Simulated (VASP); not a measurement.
# BP (F-43m) in VASP: settings compared, part 2 of 2

VASP 6.6.1. The steps go on from the part before.

## (3) Single point, PBE

Contents of INCAR:

```
PREC = Accurate ; ENCUT = 520
EDIFF = 1E-7 ; ISMEAR = 0
SIGMA = 0.016 ; LREAL = False
LASPH = True ; NELM = 60
ALGO = Normal ; ISIF = 2
LWAVE = False ; LCHARG = True
GGA = PE ; LELF = True
LVHAR = True ; NBANDS = 11
```

Contents of KPOINTS:

```
Automatic mesh
0
Gamma
  10 10 10
```

Contents of POSCAR:

```
BP
1.0
    0.0000000000      2.2690000000      2.2690000000
    2.2690000000      0.0000000000      2.2690000000
    2.2690000000      2.2690000000      0.0000000000
P B
1 1
Direct
    0.7500000000      0.7500000000      0.7500000000
    0.0000000000      0.0000000000      0.0000000000
```

Potentials or basis: VASP PAW PBE potentials, release 64 (P, B).

Launch:

```sh
$ cat potpaw_PBE.64/P/POTCAR potpaw_PBE.64/B/POTCAR > POTCAR
$ mpirun -np 1 vasp_std > vasp.out
```

OUTCAR:

```text
PREC = Accurate
   ENCUT = 520
   EDIFF = 1E-7
   ISMEAR = 0
   LREAL = False
   LASPH = True
   NELM = 60
   ISIF = 2
   GGA = PE

 ion  position               nearest neighbor table
   1  0.750  0.750  0.750-   2 1.97   2 1.97   2 1.97   2 1.97
   2  0.000  0.000  0.000-   1 1.97   1 1.97   1 1.97   1 1.97

  LATTYP: Found a face centered cubic cell.
 ALAT       =     4.5380000000

  Lattice vectors:

 A1 = (   0.0000000000,   2.2690000000,   2.2690000000)
 A2 = (   2.2690000000,   0.0000000000,   2.2690000000)
 A3 = (   2.2690000000,   2.2690000000,   0.0000000000)

Analysis of symmetry for initial positions (statically):
=====================================================================
 Subroutine PRICEL returns:
 Original cell was already a primitive cell.

 Routine SETGRP: Setting up the symmetry group for a
 face centered cubic supercell.

 Subroutine GETGRP returns: Found 24 space group operations
 (whereof 24 operations were pure point group operations)
 out of a pool of 48 trial point group operations.

The static configuration has the point symmetry T_d .

Analysis of symmetry for dynamics (positions and initial velocities):
=====================================================================
 Subroutine PRICEL returns:
 Original cell was already a primitive cell.

 Routine SETGRP: Setting up the symmetry group for a
 face centered cubic supercell.

 Subroutine GETGRP returns: Found 24 space group operations
 (whereof 24 operations were pure point group operations)
 out of a pool of 48 trial point group operations.

The dynamic configuration has the point symmetry T_d .

 Subroutine INISYM returns: Found 24 space group operations
 (whereof 24 operations are pure point group operations),
 and found     1 'primitive' translations

----------------------------------------------------------------------------------------
[... 118 lines left out ...]
   GGA     = PE    functional components
   LHFCALC =     F    Hartree Fock is set to
   AEXX    =    0.0000 exact exchange contribution
   IVDW    =     0    specifies the selected vdW correction
   LEPSILON=     F    determine dielectric tensor
   LRPA    =     F    only Hartree local field effects (RPA)
 non-spin polarized calculation
 Gauss-broadening in eV      SIGMA  =   0.02
  energy-cutoff  :      520.00
  volume of cell :       23.36
 maximum number of plane-waves:       639
   NGX = 11   NGY = 11   NGZ = 11

 number of electron       8.0000000 magnetization

 Free energy of the ion-electron system (eV)
  ---------------------------------------------------
  ext. energy  EPLUGINS =         0.00000000
  ---------------------------------------------------
  free energy    TOTEN  =       -12.93048089 eV

  energy without entropy =      -12.93048089  energy(sigma->0) =      -12.93048089

 E-fermi :   7.5675     XC(G=0): -10.9072

 val. band max:        7.4328441334   @ k =   0.0000   0.0000   0.0000
 cond. band min:       8.6721193264   @ k =   0.4000   0.4000   0.0000
 fundamental gap:      1.2392751930
 Fermi energy:         7.5675237514

 k-point     1 :       0.0000    0.0000    0.0000
  band No.  band energies     occupation
      1      -8.0276      2.00000
      2       7.4328      2.00000
      3       7.4328      2.00000
      4       7.4328      2.00000
      5      10.8335      0.00000
      6      10.8335      0.00000
      7      10.8335      0.00000
      8      14.8071      0.00000
      9      18.9457      0.00000
     10      19.5615      0.00000
     11      19.5615      0.00000
[... 309 lines left out ...]
 k-point    24 :       0.4000    0.3000    0.0000
  band No.  band energies     occupation
      1      -5.0880      2.00000
      2       1.2727      2.00000
      3       3.3844      2.00000
      4       3.9176      2.00000
      5       9.2444      0.00000
      6      11.0561      0.00000
      7      16.9122      0.00000
      8      16.9205      0.00000
      9      21.4338      0.00000
     10      22.6947      0.00000
     11      24.4913      0.00000

 [... further k-points ...]

------------------------ aborting loop because EDIFF is reached ----------------------------------------

  FORCE on cell =-STRESS in cart. coord.  units (eV):
  Direction    XX          YY          ZZ          XY          YZ          ZX
  --------------------------------------------------------------------------------------
  -------------------------------------------------------------------------------------
  Total        0.1310547      0.1310547      0.1310547      0.0000000     -0.0000000      0.0000000
  in kB        8.9873079      8.9873079      8.9873079      0.0000000     -0.0000000      0.0000000
  external PRESSURE =       8.9873079 kB  Pullay stress =       0.0000000 kB

 VOLUME and BASIS-vectors are now :
 -----------------------------------------------------------------------------
  energy-cutoff  :      520.00
  volume of cell :       23.36
      direct lattice vectors                 reciprocal lattice vectors
     0.000000000  2.269000000  2.269000000    -0.220361393  0.220361393  0.220361393
     2.269000000  0.000000000  2.269000000     0.220361393 -0.220361393  0.220361393
     2.269000000  2.269000000  0.000000000     0.220361393  0.220361393 -0.220361393

 POSITION                                       TOTAL-FORCE (eV/Angst)
 -----------------------------------------------------------------------------------
      3.40350      3.40350      3.40350        -0.000000     -0.000000     -0.000000
      0.00000      0.00000      0.00000         0.000000      0.000000      0.000000
 -----------------------------------------------------------------------------------
    total drift:                               -0.000000     -0.000000     -0.000000

  FREE ENERGIE OF THE ION-ELECTRON SYSTEM (eV)
  ---------------------------------------------------
  free  energy   TOTEN  =       -12.9304808862 eV

  energy  without entropy=      -12.9304808862  energy(sigma->0) =      -12.93048089
```

OSZICAR:

```text
N       E                     dE             d eps       ncg     rms          rms(c)
DAV:   1     0.919371446366E+01    0.91937E+01   -0.39371E+03  1034   0.660E+02
DAV:   2    -0.130106101098E+02   -0.22204E+02   -0.21079E+02  1364   0.109E+02
DAV:   3    -0.136354128306E+02   -0.62480E+00   -0.62286E+00  1333   0.157E+01
DAV:   4    -0.136380062156E+02   -0.25934E-02   -0.25930E-02  1148   0.114E+00
DAV:   5    -0.136380195338E+02   -0.13318E-04   -0.13318E-04  1293   0.842E-02    0.721E+00
DAV:   6    -0.130285742398E+02    0.60945E+00   -0.13900E+00  1184   0.510E+00    0.388E+00
DAV:   7    -0.129377742494E+02    0.90800E-01   -0.23351E-01  1277   0.240E+00    0.133E+00
DAV:   8    -0.129299514346E+02    0.78228E-02   -0.26732E-02  1221   0.934E-01    0.193E-01
DAV:   9    -0.129302722181E+02   -0.32078E-03   -0.71782E-04  1198   0.181E-01    0.123E-01
DAV:  10    -0.129304691648E+02   -0.19695E-03   -0.24786E-04  1163   0.989E-02    0.283E-02
DAV:  11    -0.129304799756E+02   -0.10811E-04   -0.11774E-05  1323   0.226E-02    0.336E-02
DAV:  12    -0.129304809422E+02   -0.96659E-06   -0.47218E-06  1163   0.106E-02    0.141E-02
DAV:  13    -0.129304808202E+02    0.12205E-06   -0.12835E-07   974   0.235E-03    0.600E-03
DAV:  14    -0.129304808862E+02   -0.66044E-07   -0.44081E-08   595   0.119E-03
   1 F= -.12930481E+02 E0= -.12930481E+02  d E =-.458284E-35
```

stdout:

```text
POSCAR found type information on POSCAR P B
 POSCAR found :  2 types and       2 ions
 scaLAPACK will be used
 LDA part: xc-table for (Slater+PW92), standard interpolation
 POSCAR, INCAR and KPOINTS ok, starting setup
 FFT: planning ... GRIDC
 FFT: planning ... GRID_SOFT
 FFT: planning ... GRID
 WAVECAR not read
 entering main loop
```

It took 7.1 s on 1 thread of AMD EPYC 9R45 (Zen 5), shared host; peak memory 0.1 GiB.

What came out:

```yaml
Free_energy: -12.9305 eV
Pressure: 0.9 GPa
Band_gap_on_the_k_mesh: 1.24 eV, indirect (least direct gap 3.40 eV)
```

A k mesh can miss the band edges.

## (4) Single point, BLYP

This run uses another cell than the first one, of 12.13 Å³/atom, 1.038 times its volume.

Contents of INCAR:

```
SYSTEM = BP
  PREC = Accurate
  ENCUT = 520
  EDIFF = 1E-6
  ISMEAR = -1
  SIGMA = 0.05
  LREAL = .FALSE.
  LASPH = .TRUE.
  NELM = 80
  ALGO = Normal
  ISIF = 2
  LWAVE = .FALSE.
  LCHARG = .FALSE.
  GGA = B5
  ALDAX = 1.0
  AGGAX = 1.0
  AGGAC = 1.0
  ALDAC = 0.0
  NBANDS = 11
```

Contents of KPOINTS:

```
regular mesh
0
G
  10 10 10
  0 0 0
```

Contents of POSCAR:

```
BP
1.0
    0.0000000000      2.2975822648      2.2975822648
    2.2975822648      0.0000000000      2.2975822648
    2.2975822648      2.2975822648      0.0000000000
P B
1 1
Direct
    0.7500000000      0.7500000000      0.7500000000
    0.0000000000      0.0000000000      0.0000000000
```

Launch:

```sh
$ cat potpaw_PBE.64/P/POTCAR potpaw_PBE.64/B/POTCAR > POTCAR
$ mpirun -np 1 vasp_std > vasp.out
```

Run time: 12 s. Hardware: 1 thread of AMD EPYC 9R45 (Zen 5), shared host; peak memory 0.11 GiB.

It converged, with:

- Free energy: -11.5802 eV
- Pressure: -0.1 GPa
- Band gap on the k mesh: 1.58 eV, indirect (least direct gap 3.52 eV)

Levels at points of the mesh, in eV from the valence-band top:
| k point | band 2 | band 3 | band 4 | band 5 | band 6 | band 7 |
| --- | --- | --- | --- | --- | --- | --- |
| (0.00, 0.00, 0.00) | 0.00 | 0.00 | 0.00 | 3.52 | 3.52 | 3.52 |
| (0.50, 0.00, 0.00) | -8.57 | -1.67 | -1.67 | 3.72 | 4.91 | 4.91 |
| (0.50, 0.50, 0.00) | -8.25 | -3.88 | -3.88 | 1.72 | 2.00 | 11.82 |

Caveat: the PAW data sets were made with another functional, which shifts forces and pressure a little.

## (5) Relaxation of cell and atoms, revPBE

Contents of INCAR:

```
PREC = Accurate ; ENCUT = 600
EDIFF = 1E-7 ; ISMEAR = -1
SIGMA = 0.05 ; LREAL = False
LASPH = True ; NELM = 80
ALGO = Normal ; ISIF = 3
LWAVE = False ; LCHARG = False
GGA = RE ; IBRION = 2
NSW = 60 ; EDIFFG = -0.01
```

Contents of KPOINTS:

```
Automatic mesh
0
Gamma
  10 10 10
```

Contents of POSCAR:

```
BP
1.0
    0.0000000000      2.2690000000      2.2690000000
    2.2690000000      0.0000000000      2.2690000000
    2.2690000000      2.2690000000      0.0000000000
P B
1 1
Direct
    0.7500000000      0.7500000000      0.7500000000
    0.0000000000      0.0000000000      0.0000000000
```

Launch:

```sh
$ cat potpaw_PBE.64/P/POTCAR potpaw_PBE.64/B/POTCAR > POTCAR
$ mpirun -np 1 vasp_std > vasp.out
```

It took 20 s on 1 thread of AMD EPYC 9R45 (Zen 5), shared host; peak memory 0.12 GiB.

Results (log left out):

| Property | Result |
| --- | --- |
| Free energy | -12.3878 eV |
| Relaxed volume | 11.89 Å³/atom |
| Relaxed cell | a = 3.228 Å, b = 3.228 Å, c = 3.228 Å, α = 60.00°, β = 60.00°, γ = 60.00° |
| Space group after relaxing (to 0.05 Å) | F-43m (No. 216) |
| Energy gained by relaxing | 1.8 meV/atom |
| Ionic steps | 3 |
| Pressure after relaxing | 0.0 GPa |
| Band gap on the k mesh | 1.27 eV, indirect (least direct gap 3.37 eV) |

The path:
```tsv
step	energy change (eV)	largest force (eV/Å)	pressure (GPa)	volume (Å³)
1	0.0000	0.0000	2.88	23.36
2	-0.0018	0.0000	-1.92	24.08
3	-0.0037	0.0000	0.01	23.78
```

Final structure:
```
P B
1.0
     0.00000    2.28239    2.28239
     2.28239    0.00000    2.28239
     2.28239    2.28239    0.00000
P B
1 1
Direct
  0.75000 0.75000 0.75000
  0.00000 0.00000 0.00000
```

Levels at points of the mesh, in eV from the valence-band top:
```csv
k point,band 1,band 2,band 3,band 4,band 5,band 6,band 7,band 8
"(0.00, 0.00, 0.00)",-15.32,0.00,0.00,0.00,3.37,3.37,3.37,7.14
"(0.50, 0.00, 0.00)",-12.06,-8.92,-1.74,-1.74,3.68,4.69,4.69,10.14
"(0.50, 0.50, 0.00)",-10.54,-8.52,-4.06,-4.06,1.36,1.71,11.99,11.99
```

Caveat: the PAW data sets were made with another functional, which shifts forces and pressure a little. A k mesh can miss the band edges.

## (6) Relaxation of cell and atoms, BLYP

Contents of INCAR:

```
SYSTEM = BP
PREC = Accurate ; ENCUT = 600
EDIFF = 1E-6 ; ISMEAR = -1
SIGMA = 0.05 ; LREAL = .False.
LASPH = .True. ; NELM = 80
ALGO = Normal ; ISIF = 3
LWAVE = .False. ; LCHARG = .False.
GGA = B5 ; ALDAX = 1.0
AGGAX = 1.0 ; AGGAC = 1.0
ALDAC = 0.0 ; IBRION = 2
NSW = 60 ; EDIFFG = -0.01
```

Contents of KPOINTS:

```
Automatic mesh
0
Gamma
  10 10 10
  0 0 0
```

POSCAR is that of step 5.

Potentials or basis: VASP PAW PBE potentials, release 64 (P, B).

Launch:

```sh
$ cat potpaw_PBE.64/P/POTCAR potpaw_PBE.64/B/POTCAR > POTCAR
$ mpirun -np 1 vasp_std > vasp.out
```

Wall time 33 s (1 thread of AMD EPYC 9R45 (Zen 5), shared host); peak memory 0.13 GiB.

It converged, with:

| Property | Result |
| --- | --- |
| Free energy | -11.5813 eV |
| Relaxed volume | 12.12 Å³/atom |
| Relaxed cell | a = 3.249 Å, b = 3.249 Å, c = 3.249 Å, α = 60.00°, β = 60.00°, γ = 60.00° |
| Space group after relaxing (to 0.05 Å) | F-43m (No. 216) |
| Energy gained by relaxing | 7.8 meV/atom |
| Ionic steps | 3 |
| Pressure after relaxing | 0.0 GPa |
| Band gap on the k mesh | 1.58 eV, indirect (least direct gap 3.52 eV) |

The path:
| step | energy change (eV) | largest force (eV/Å) | pressure (GPa) | volume (Å³) |
| --- | --- | --- | --- | --- |
| 1 | 0.0000 | 0.0000 | 5.87 | 23.36 |
| 2 | -0.0091 | 0.0000 | -3.45 | 24.84 |
| 3 | -0.0156 | 0.0000 | -0.01 | 24.24 |

Final structure:
```
P B
1.0
     0.00000    2.29713    2.29713
     2.29713    0.00000    2.29713
     2.29713    2.29713    0.00000
P B
1 1
Cartesian
  3.4457 3.4457 3.4457
  0.0000 0.0000 0.0000
```

Levels at points of the mesh, in eV from the valence-band top:
| k point | band 1 | band 2 | band 3 | band 4 | band 5 | band 6 | band 7 | band 8 |
| --- | --- | --- | --- | --- | --- | --- | --- | --- |
| (0.00, 0.00, 0.00) | -14.97 | 0.00 | 0.00 | 0.00 | 3.52 | 3.52 | 3.52 | 6.89 |
| (0.50, 0.00, 0.00) | -11.85 | -8.58 | -1.67 | -1.67 | 3.73 | 4.91 | 4.91 | 10.31 |
| (0.50, 0.50, 0.00) | -10.39 | -8.25 | -3.88 | -3.88 | 1.71 | 2.00 | 11.83 | 11.83 |

Caveat: the PAW data sets were made with another functional, which shifts forces and pressure a little. BLYP gives volumes clearly too large for solids.

## (7) Overview

```csv
task,level,cell,cutoff (eV),smearing,gap on the mesh (eV),pressure (GPa),relaxed volume (Å³/atom)
single point,PBE,"a = 3.209 Å, angles 60.0°, 2 atoms",520,gaussian 0.015 eV,1.24,0.9,-
single point,PBE,"a = 3.209 Å, angles 60.0°, 2 atoms",520,gaussian 0.016 eV,1.24,0.9,-
single point,BLYP,"a = 3.249 Å, angles 60.0°, 2 atoms",520,fermi-dirac 0.05 eV,1.58,-0.1,-
relaxation of cell and atoms,revPBE,"relaxed from a = 3.209 Å, angles 60.0°, 2 atoms",600,fermi-dirac 0.05 eV,1.27,0.0,11.89
relaxation of cell and atoms,BLYP,"relaxed from a = 3.209 Å, angles 60.0°, 2 atoms",600,fermi-dirac 0.05 eV,1.58,0.0,12.12
```

Alike in all rows: potentials or basis VASP PAW PBE potentials, release 64 (P, B); no spin polarisation; k mesh 10 × 10 × 10.

Caveats: the PAW data sets were made with another functional, which shifts forces and pressure a little (some runs).

Absolute energies hang on the potentials; compare differences alone.
